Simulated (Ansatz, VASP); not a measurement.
# Two plane-wave programs on Al3InAs4

```
Al In As
1.0
     5.82547    0.00000    0.00000
     0.00000    5.82547    0.00000
     0.00000    0.00000    5.82547
Al In As
3 1 4
Cartesian
  2.9127 0.0000 0.0000
  0.0000 0.0000 2.9127
  0.0000 2.9127 0.0000
  2.9127 2.9127 2.9127
  4.4340 1.3915 4.4340
  4.4340 4.4340 1.3915
  1.3915 1.3915 1.3915
  1.3915 4.4340 4.4340
```

Alike in both runs: functional PBE; k mesh 4 × 4 × 4; occupations gaussian, width 0.1 eV; no spin polarisation.

Ansatz relaxed the structure, and its values are those at the end. VASP's run is a single point on that final structure, the one shown.

|  | VASP | Ansatz |
| --- | --- | --- |
| version | VASP 6.6.1 | Ansatz 0.2.0 |
| potentials or method | VASP PAW PBE potentials, release 64 (Al, In_d, As), cutoff 520 eV | scalar-relativistic, plane waves, PAW |
| valence electrons in the cell | 42 | 82 |

Ansatz gave:

* gap on the k mesh at the Fermi level (eV): 1.19
* least direct gap on the mesh (eV): 1.19
* pressure (GPa): 0.3
* rms of the force components (eV/Å): 0.017

Question: Estimate VASP's values.

Answer: gap on the k mesh at the Fermi level (eV): 1.20; least direct gap on the mesh (eV): 1.20; pressure (GPa): 0.4; rms of the force components (eV/Å): 0.019.

VASP's potentials hold 42 valence electrons a cell and Ansatz's 82, so a difference there can come from the potentials and not from the codes.
